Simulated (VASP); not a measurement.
Write the native input for VASP 6.6.1 that does the following.

```yaml
Task: single point
Functional: PBE
Potentials_or_basis: VASP PAW PBE potentials, release 64 (Cu, B)
Cutoff: 520 eV
k_mesh: 6 × 6 × 4
Occupations: gaussian, width 0.1 eV
Spin: no spin polarisation
Dipole_correction: no
Further_INCAR_settings: ALGO = Normal; EDIFF = 1e-06; NBANDS = 22
```

The structure of CuB5 lies in POSCAR:

```
CuB5
1.0
    3.6540687700      0.0000000000      0.0000000000
   -1.8270343900      3.1645163800      0.0000000000
    0.0000000000      0.0000000000      3.8702072200
Cu B
1 5
Direct
    0.0000000000      0.0000000000      0.5000000000
    0.5000000000      0.0000000000      0.5000000000
    0.0000000000      0.5000000000      0.5000000000
    0.5000000000      0.5000000000      0.5000000000
    0.3333333300      0.6666666700      0.0000000000
    0.6666666700      0.3333333300      0.0000000000
```

The input as run:

INCAR

```
SYSTEM = CuB5
PREC = Accurate
ENCUT = 520
EDIFF = 1E-6
ISMEAR = 0
SIGMA = 0.1
LREAL = .False.
LASPH = .True.
NELM = 60
ALGO = Normal
ISIF = 2
LWAVE = .False.
LCHARG = .False.
GGA = PE
NBANDS = 22
```

KPOINTS

```
Automatic mesh
0
Gamma
  6 6 4
  0 0 0
```

Potentials or basis: VASP PAW PBE potentials, release 64 (Cu, B).

The run is started by

```console
$ cat potpaw_PBE.64/Cu/POTCAR potpaw_PBE.64/B/POTCAR > POTCAR
$ mpirun -np 1 vasp_std > vasp.out
```

It gave:

The pressure is 31.7 GPa and the band gap on the k mesh is zero (band 13 reaches 11.26 eV, above the bottom of band 14 at 7.16 eV).

Caveat: the k points lie up to 0.41 Å⁻¹ apart.

It took 12 s on 1 thread of Intel(R) Xeon(R) 6975P-C (Granite Rapids) (shared host), peak memory 0.16 GiB.
